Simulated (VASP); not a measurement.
# MgO (Fm-3m) in VASP: notebook

MgO is run at these levels: PBE; tasks: single point.

Everything below comes from runs of VASP 6.6.1. Logs are shortened: lines on timing, memory, paths and dates and some standing lists are left out, and cuts for length are marked.

**1. The cell of the first run**

The structure is cubic, space group Fm-3m (No. 225). The conventional cell has a = 4.276 Å, b = 4.276 Å, c = 4.276 Å, α = 90.00°, β = 90.00°, γ = 90.00°. Within 2.8 Å of Mg (site symmetry m-3m) lie 6 O at 2.14 Å. O (site symmetry m-3m) has 6 Mg at 2.14 Å within 2.8 Å.

**2. Single point, PBE**

INCAR

```
SYSTEM = MgO
ALGO = Normal ; EDIFF = 1E-6
ENCUT = 840 ; GGA = PE
GGA_COMPAT = .False. ; ISIF = 2
ISMEAR = 0 ; LASPH = .True.
LCHARG = .True. ; LELF = .True.
LREAL = .False. ; LVHAR = .True.
LWAVE = .False. ; NBANDS = 15
NELM = 120 ; PREC = Accurate
SIGMA = 0.03
```

KPOINTS

```
k-points
0
Gamma
  9 9 9
  0 0 0
```

POSCAR

```
MgO
1.0
    0.0000000000      2.1380000000      2.1380000000
    2.1380000000      0.0000000000      2.1380000000
    2.1380000000      2.1380000000      0.0000000000
Mg O
1 1
Direct
    0.0000000000      0.0000000000      0.0000000000
    0.5000000000      0.5000000000      0.5000000000
```

Potentials or basis: VASP PAW PBE potentials, release 64 (Mg_sv, O).

Launch:

```sh
$ cat potpaw_PBE.64/Mg_sv/POTCAR potpaw_PBE.64/O/POTCAR > POTCAR
$ mpirun -np 1 vasp_std > vasp.out
```

OUTCAR:

```text
SYSTEM = MgO
   EDIFF = 1E-6
   ENCUT = 840
   GGA = PE
   ISIF = 2
   ISMEAR = 0
   LASPH = .True.
   LREAL = .False.
   NELM = 120
   PREC = Accurate

 ion  position               nearest neighbor table
   1  0.000  0.000  0.000-
   2  0.500  0.500  0.500-

  LATTYP: Found a face centered cubic cell.
 ALAT       =     4.2760000000

  Lattice vectors:

 A1 = (   0.0000000000,   2.1380000000,   2.1380000000)
 A2 = (   2.1380000000,   0.0000000000,   2.1380000000)
 A3 = (   2.1380000000,   2.1380000000,   0.0000000000)

Analysis of symmetry for initial positions (statically):
=====================================================================
 Subroutine PRICEL returns:
 Original cell was already a primitive cell.

 Routine SETGRP: Setting up the symmetry group for a
 face centered cubic supercell.

 Subroutine GETGRP returns: Found 48 space group operations
 (whereof 48 operations were pure point group operations)
 out of a pool of 48 trial point group operations.

The static configuration has the point symmetry O_h .

Analysis of symmetry for dynamics (positions and initial velocities):
=====================================================================
 Subroutine PRICEL returns:
 Original cell was already a primitive cell.

 Routine SETGRP: Setting up the symmetry group for a
 face centered cubic supercell.

 Subroutine GETGRP returns: Found 48 space group operations
 (whereof 48 operations were pure point group operations)
 out of a pool of 48 trial point group operations.

The dynamic configuration has the point symmetry O_h .

 Subroutine INISYM returns: Found 48 space group operations
 (whereof 48 operations are pure point group operations),
 and found     1 'primitive' translations

----------------------------------------------------------------------------------------

                                     Primitive cell

  volume of cell :      19.5458

  direct lattice vectors                    reciprocal lattice vectors
     0.000000000  2.138000000  2.138000000    -0.233863424  0.233863424  0.233863424
     2.138000000  0.000000000  2.138000000     0.233863424 -0.233863424  0.233863424
     2.138000000  2.138000000  0.000000000     0.233863424  0.233863424 -0.233863424

  length of vectors
     3.023588596  3.023588596  3.023588596     0.405063332  0.405063332  0.405063332

  position of ions in fractional coordinates (direct lattice)
     0.000000000  0.000000000  0.000000000
[... 88 lines left out ...]
   PSTRESS=    0.0 pullay stress
   NELECT =      16.0000    total number of electrons
   NUPDOWN=      -1.0000    fix difference up-down
   EMIN   =  10.00;   EMAX   =-10.00  energy-range for DOS
   EFERMI =   0.00;   METHOD = LEGACY
   ISMEAR =     0;   SIGMA  =   0.03  broadening in eV -4-tet -1-fermi 0-gaus
   EFERMI_NEDOS =   21; number of points for ismear=-14 and -15
   IALGO  =     38    algorithm
   IMIX   =      4    mixing-type and parameters
     AMIX     =   0.40;   BMIX     =  1.00
     AMIX_MAG =   1.60;   BMIX_MAG =  1.00
  volume/ion in A,a.u.               =       9.77        65.95
  Fermi-wavevector in a.u.,A,eV,Ry     =   1.531430  2.893983 31.909439  2.345278
  Thomas-Fermi vector in A             =   2.638776
   LORBIT       =      0    0 simple, 1 ext, 2 COOP (PROOUT), +10 PAW based schemes
   GGA     = PE    functional components
   LHFCALC =     F    Hartree Fock is set to
   AEXX    =    0.0000 exact exchange contribution
   IVDW    =     0    specifies the selected vdW correction
   LEPSILON=     F    determine dielectric tensor
   LRPA    =     F    only Hartree local field effects (RPA)
 non-spin polarized calculation
 Gauss-broadening in eV      SIGMA  =   0.03
  energy-cutoff  :      840.00
  volume of cell :       19.55
 maximum number of plane-waves:      1092
 NGX is ok and might be reduce to    30
   NGX = 15   NGY = 15   NGZ = 15

 number of electron      15.9999993 magnetization

 Free energy of the ion-electron system (eV)
  ---------------------------------------------------
  ext. energy  EPLUGINS =         0.00000000
  ---------------------------------------------------
  free energy    TOTEN  =       -11.88365009 eV

  energy without entropy =      -11.88365009  energy(sigma->0) =      -11.88365009

 E-fermi :   2.9156     XC(G=0): -11.1657

 val. band max:        2.5985389726   @ k =   0.0000   0.0000   0.0000
 cond. band min:       6.9120907377   @ k =   0.0000   0.0000   0.0000
 fundamental gap:      4.3135517650
 Fermi energy:         2.9156071327

 k-point     1 :       0.0000    0.0000    0.0000
  band No.  band energies     occupation
      1     -69.8293      2.00000
      2     -36.5592      2.00000
      3     -36.5592      2.00000
      4     -36.5592      2.00000
      5     -14.4265      2.00000
      6       2.5985      2.00000
      7       2.5985      2.00000
      8       2.5985      2.00000
      9       6.9121      0.00000
     10      18.1469      0.00000
     11      18.1469      0.00000
     12      18.1469      0.00000
     13      21.9420      0.00000
     14      23.6723      0.00000
[... 401 lines left out ...]
      2     -36.6189      2.00000
      3     -36.5828      2.00000
      4     -36.5828      2.00000
      5     -13.0638      2.00000
      6      -1.2125      2.00000
      7       1.3525      2.00000
      8       1.3525      2.00000
      9      11.7641      0.00000
     10      12.0936      0.00000
     11      15.2460      0.00000
     12      20.8336      0.00000
     13      20.8336      0.00000
     14      27.2875      0.00000
     15      28.5207      0.00000

 [... further k-points ...]

------------------------ aborting loop because EDIFF is reached ----------------------------------------

  FORCE on cell =-STRESS in cart. coord.  units (eV):
  Direction    XX          YY          ZZ          XY          YZ          ZX
  --------------------------------------------------------------------------------------
  -------------------------------------------------------------------------------------
  Total       -0.2725347     -0.2725347     -0.2725347      0.0000000     -0.0000000      0.0000000
  in kB      -22.3398007    -22.3398007    -22.3398007      0.0000000     -0.0000000      0.0000000
  external PRESSURE =     -22.3398007 kB  Pullay stress =       0.0000000 kB

 VOLUME and BASIS-vectors are now :
 -----------------------------------------------------------------------------
  energy-cutoff  :      840.00
  volume of cell :       19.55
      direct lattice vectors                 reciprocal lattice vectors
     0.000000000  2.138000000  2.138000000    -0.233863424  0.233863424  0.233863424
     2.138000000  0.000000000  2.138000000     0.233863424 -0.233863424  0.233863424
     2.138000000  2.138000000  0.000000000     0.233863424  0.233863424 -0.233863424

 POSITION                                       TOTAL-FORCE (eV/Angst)
 -----------------------------------------------------------------------------------
      0.00000      0.00000      0.00000         0.000000     -0.000000      0.000000
      2.13800      2.13800      2.13800         0.000000      0.000000     -0.000000
 -----------------------------------------------------------------------------------
    total drift:                                0.000000      0.000000      0.000000

  FREE ENERGIE OF THE ION-ELECTRON SYSTEM (eV)
  ---------------------------------------------------
  free  energy   TOTEN  =       -11.8836500888 eV

  energy  without entropy=      -11.8836500888  energy(sigma->0) =      -11.88365009
```

OSZICAR:

```text
N       E                     dE             d eps       ncg     rms          rms(c)
DAV:   1     0.161620245698E+03    0.16162E+03   -0.13301E+04  1050   0.175E+03
DAV:   2    -0.749577007360E+01   -0.16912E+03   -0.15947E+03  1232   0.438E+02
DAV:   3    -0.133814237870E+02   -0.58857E+01   -0.58521E+01  1377   0.780E+01
DAV:   4    -0.134775351236E+02   -0.96111E-01   -0.96104E-01  1134   0.988E+00
DAV:   5    -0.134793517282E+02   -0.18166E-02   -0.18166E-02  1394   0.112E+00    0.862E+00
DAV:   6    -0.119100601265E+02    0.15693E+01   -0.26666E+00  1113   0.147E+01    0.291E+00
DAV:   7    -0.118951917459E+02    0.14868E-01   -0.13064E-01  1260   0.339E+00    0.175E+00
DAV:   8    -0.118844794160E+02    0.10712E-01   -0.39556E-02  1274   0.226E+00    0.328E-01
DAV:   9    -0.118834464438E+02    0.10330E-02   -0.35501E-03  1218   0.541E-01    0.101E-01
DAV:  10    -0.118836605031E+02   -0.21406E-03   -0.28659E-04  1274   0.188E-01    0.506E-02
DAV:  11    -0.118836499658E+02    0.10537E-04   -0.26728E-05  1316   0.545E-02    0.562E-03
DAV:  12    -0.118836500888E+02   -0.12303E-06   -0.64143E-07  1001   0.119E-02
   1 F= -.11883650E+02 E0= -.11883650E+02  d E =-.214360E-52
```

stdout:

```text
POSCAR found type information on POSCAR MgO
 POSCAR found :  2 types and       2 ions
 scaLAPACK will be used
 LDA part: xc-table for (Slater+PW92), standard interpolation
 POSCAR, INCAR and KPOINTS ok, starting setup
 FFT: planning ... GRIDC
 FFT: planning ... GRID_SOFT
 FFT: planning ... GRID
 WAVECAR not read
 entering main loop
```

Run time: 17 s. Hardware: 1 thread of AMD EPYC 7R43 (Zen 3), shared host; peak memory 0.13 GiB.

Results:

```
Free energy            : -11.8837 eV
Pressure               : -2.2 GPa
Band gap on the k mesh : 4.31 eV
```

**3. Single point, PBE**

INCAR

```
PREC     = Accurate       # precision mode
ENCUT    = 840            # plane-wave cutoff, eV
EDIFF    = 1E-6           # SCF threshold, eV
ISMEAR   = 0              # smearing method
SIGMA    = 0.01           # smearing width, eV
LREAL    = F              # projectors in reciprocal space
LASPH    = T              # aspherical terms in the spheres
NELM     = 120            # most SCF steps
ALGO     = Normal         # electronic algorithm
ISIF     = 2              # what is computed and relaxed
LWAVE    = F              # write WAVECAR
LCHARG   = F              # write CHGCAR
GGA      = PE             # functional
NBANDS   = 15             # bands
GGA_COMPAT= F
```

KPOINTS

```
regular mesh
0
Gamma
  9 9 9
```

POSCAR is that of step 2.

Potentials or basis: VASP PAW PBE potentials, release 64 (Mg_sv, O).

Launch:

```sh
$ cat potpaw_PBE.64/Mg_sv/POTCAR potpaw_PBE.64/O/POTCAR > POTCAR
$ mpirun -np 1 vasp_std > vasp.out
```

OUTCAR:

```text
PREC = Accurate
   ENCUT = 840
   EDIFF = 1E-6
   ISMEAR = 0
   LREAL = F
   LASPH = T
   NELM = 120
   ISIF = 2
   GGA = PE

 ion  position               nearest neighbor table
   1  0.000  0.000  0.000-
   2  0.500  0.500  0.500-

  LATTYP: Found a face centered cubic cell.
 ALAT       =     4.2760000000

  Lattice vectors:

 A1 = (   0.0000000000,   2.1380000000,   2.1380000000)
 A2 = (   2.1380000000,   0.0000000000,   2.1380000000)
[... 616 lines left out ...]
 [... further k-points ...]

------------------------ aborting loop because EDIFF is reached ----------------------------------------

  FORCE on cell =-STRESS in cart. coord.  units (eV):
  Direction    XX          YY          ZZ          XY          YZ          ZX
  --------------------------------------------------------------------------------------
  -------------------------------------------------------------------------------------
  Total       -0.2725347     -0.2725347     -0.2725347     -0.0000000      0.0000000      0.0000000
  in kB      -22.3398004    -22.3398004    -22.3398004     -0.0000000      0.0000000      0.0000000
  external PRESSURE =     -22.3398004 kB  Pullay stress =       0.0000000 kB

 VOLUME and BASIS-vectors are now :
 -----------------------------------------------------------------------------
  energy-cutoff  :      840.00
  volume of cell :       19.55
      direct lattice vectors                 reciprocal lattice vectors
     0.000000000  2.138000000  2.138000000    -0.233863424  0.233863424  0.233863424
     2.138000000  0.000000000  2.138000000     0.233863424 -0.233863424  0.233863424
     2.138000000  2.138000000  0.000000000     0.233863424  0.233863424 -0.233863424

 POSITION                                       TOTAL-FORCE (eV/Angst)
 -----------------------------------------------------------------------------------
      0.00000      0.00000      0.00000        -0.000000     -0.000000      0.000000
      2.13800      2.13800      2.13800         0.000000      0.000000     -0.000000
 -----------------------------------------------------------------------------------
    total drift:                                0.000000      0.000000      0.000000

  FREE ENERGIE OF THE ION-ELECTRON SYSTEM (eV)
  ---------------------------------------------------
  free  energy   TOTEN  =       -11.8836500889 eV

  energy  without entropy=      -11.8836500889  energy(sigma->0) =      -11.88365009
```

OSZICAR:

```text
N       E                     dE             d eps       ncg     rms          rms(c)
DAV:   1     0.161620369525E+03    0.16162E+03   -0.13301E+04  1050   0.175E+03
DAV:   2    -0.749577007361E+01   -0.16912E+03   -0.15947E+03  1232   0.438E+02
DAV:   3    -0.133814237871E+02   -0.58857E+01   -0.58521E+01  1377   0.780E+01
DAV:   4    -0.134775351236E+02   -0.96111E-01   -0.96104E-01  1134   0.988E+00
DAV:   5    -0.134793517282E+02   -0.18166E-02   -0.18166E-02  1394   0.112E+00    0.862E+00
DAV:   6    -0.119100601265E+02    0.15693E+01   -0.26666E+00  1113   0.147E+01    0.291E+00
DAV:   7    -0.118951917459E+02    0.14868E-01   -0.13064E-01  1260   0.339E+00    0.175E+00
DAV:   8    -0.118844794160E+02    0.10712E-01   -0.39556E-02  1274   0.226E+00    0.328E-01
DAV:   9    -0.118834464438E+02    0.10330E-02   -0.35501E-03  1218   0.541E-01    0.101E-01
DAV:  10    -0.118836605031E+02   -0.21406E-03   -0.28659E-04  1274   0.188E-01    0.506E-02
DAV:  11    -0.118836499657E+02    0.10537E-04   -0.26728E-05  1316   0.545E-02    0.562E-03
DAV:  12    -0.118836500889E+02   -0.12311E-06   -0.64143E-07  1001   0.119E-02
   1 F= -.11883650E+02 E0= -.11883650E+02  d E =-.113313E-12
```

stdout:

```text
POSCAR found type information on POSCAR MgO
 POSCAR found :  2 types and       2 ions
 scaLAPACK will be used
 LDA part: xc-table for (Slater+PW92), standard interpolation
 POSCAR, INCAR and KPOINTS ok, starting setup
 FFT: planning ... GRIDC
 FFT: planning ... GRID_SOFT
 FFT: planning ... GRID
 WAVECAR not read
 entering main loop
```

Run time: 19 s. Hardware: 1 thread of Intel Xeon Platinum 8259CL at 2.50GHz (Skylake/Cascade Lake), shared host; peak memory 0.17 GiB.

What came out:

```
Free energy            : -11.8837 eV
Pressure               : -2.2 GPa
Band gap on the k mesh : 4.31 eV
```

A hybrid or GW would open this gap; PBE tends to underestimate it.

**4. Single point, PBE**

INCAR

```
PREC = Accurate ; ENCUT = 840
EDIFF = 1E-6 ; ISMEAR = 0
SIGMA = 0.03 ; LREAL = F
LASPH = T ; NELM = 120
ALGO = Normal ; ISIF = 2
LWAVE = F ; LCHARG = T
GGA = PE ; LELF = T
LVHAR = T ; NBANDS = 15
GGA_COMPAT = F
```

KPOINTS is that of step 3.

POSCAR is that of step 3.

Potentials or basis: VASP PAW PBE potentials, release 64 (Mg_sv, O).

Launch:

```sh
$ cat potpaw_PBE.64/Mg_sv/POTCAR potpaw_PBE.64/O/POTCAR > POTCAR
$ mpirun -np 1 vasp_std > vasp.out
```

OUTCAR:

```text
PREC = Accurate
   ENCUT = 840
   EDIFF = 1E-6
   ISMEAR = 0
   LREAL = F
   LASPH = T
   NELM = 120
   ISIF = 2
   GGA = PE

 ion  position               nearest neighbor table
   1  0.000  0.000  0.000-
   2  0.500  0.500  0.500-

  LATTYP: Found a face centered cubic cell.
 ALAT       =     4.2760000000

  Lattice vectors:

 A1 = (   0.0000000000,   2.1380000000,   2.1380000000)
 A2 = (   2.1380000000,   0.0000000000,   2.1380000000)
[... 616 lines left out ...]
 [... further k-points ...]

------------------------ aborting loop because EDIFF is reached ----------------------------------------

  FORCE on cell =-STRESS in cart. coord.  units (eV):
  Direction    XX          YY          ZZ          XY          YZ          ZX
  --------------------------------------------------------------------------------------
  -------------------------------------------------------------------------------------
  Total       -0.2725347     -0.2725347     -0.2725347     -0.0000000      0.0000000      0.0000000
  in kB      -22.3398002    -22.3398002    -22.3398002     -0.0000000      0.0000000      0.0000000
  external PRESSURE =     -22.3398002 kB  Pullay stress =       0.0000000 kB

 VOLUME and BASIS-vectors are now :
 -----------------------------------------------------------------------------
  energy-cutoff  :      840.00
  volume of cell :       19.55
      direct lattice vectors                 reciprocal lattice vectors
     0.000000000  2.138000000  2.138000000    -0.233863424  0.233863424  0.233863424
     2.138000000  0.000000000  2.138000000     0.233863424 -0.233863424  0.233863424
     2.138000000  2.138000000  0.000000000     0.233863424  0.233863424 -0.233863424

 POSITION                                       TOTAL-FORCE (eV/Angst)
 -----------------------------------------------------------------------------------
      0.00000      0.00000      0.00000         0.000000      0.000000      0.000000
      2.13800      2.13800      2.13800         0.000000     -0.000000     -0.000000
 -----------------------------------------------------------------------------------
    total drift:                                0.000000      0.000000      0.000000

  FREE ENERGIE OF THE ION-ELECTRON SYSTEM (eV)
  ---------------------------------------------------
  free  energy   TOTEN  =       -11.8836500888 eV

  energy  without entropy=      -11.8836500888  energy(sigma->0) =      -11.88365009
```

OSZICAR:

```text
N       E                     dE             d eps       ncg     rms          rms(c)
DAV:   1     0.161620245698E+03    0.16162E+03   -0.13301E+04  1050   0.175E+03
DAV:   2    -0.749577007361E+01   -0.16912E+03   -0.15947E+03  1232   0.438E+02
DAV:   3    -0.133814237871E+02   -0.58857E+01   -0.58521E+01  1377   0.780E+01
DAV:   4    -0.134775351236E+02   -0.96111E-01   -0.96104E-01  1134   0.988E+00
DAV:   5    -0.134793517282E+02   -0.18166E-02   -0.18166E-02  1394   0.112E+00    0.862E+00
DAV:   6    -0.119100601265E+02    0.15693E+01   -0.26666E+00  1113   0.147E+01    0.291E+00
DAV:   7    -0.118951917460E+02    0.14868E-01   -0.13064E-01  1260   0.339E+00    0.175E+00
DAV:   8    -0.118844794160E+02    0.10712E-01   -0.39556E-02  1274   0.226E+00    0.328E-01
DAV:   9    -0.118834464438E+02    0.10330E-02   -0.35501E-03  1218   0.541E-01    0.101E-01
DAV:  10    -0.118836605031E+02   -0.21406E-03   -0.28659E-04  1274   0.188E-01    0.506E-02
DAV:  11    -0.118836499658E+02    0.10537E-04   -0.26728E-05  1316   0.545E-02    0.562E-03
DAV:  12    -0.118836500888E+02   -0.12303E-06   -0.64143E-07  1001   0.119E-02
   1 F= -.11883650E+02 E0= -.11883650E+02  d E =-.214360E-52
```

stdout:

```text
POSCAR found type information on POSCAR MgO
 POSCAR found :  2 types and       2 ions
 scaLAPACK will be used
 LDA part: xc-table for (Slater+PW92), standard interpolation
 POSCAR, INCAR and KPOINTS ok, starting setup
 FFT: planning ... GRIDC
 FFT: planning ... GRID_SOFT
 FFT: planning ... GRID
 WAVECAR not read
 entering main loop
```

Wall time 50 s (1 thread of Intel Xeon Platinum 8375C at 2.90GHz (Ice Lake), shared host); peak memory 0.16 GiB.

Results:

* Free energy: -11.8837 eV
* Pressure: -2.2 GPa
* Band gap on the k mesh: 4.31 eV
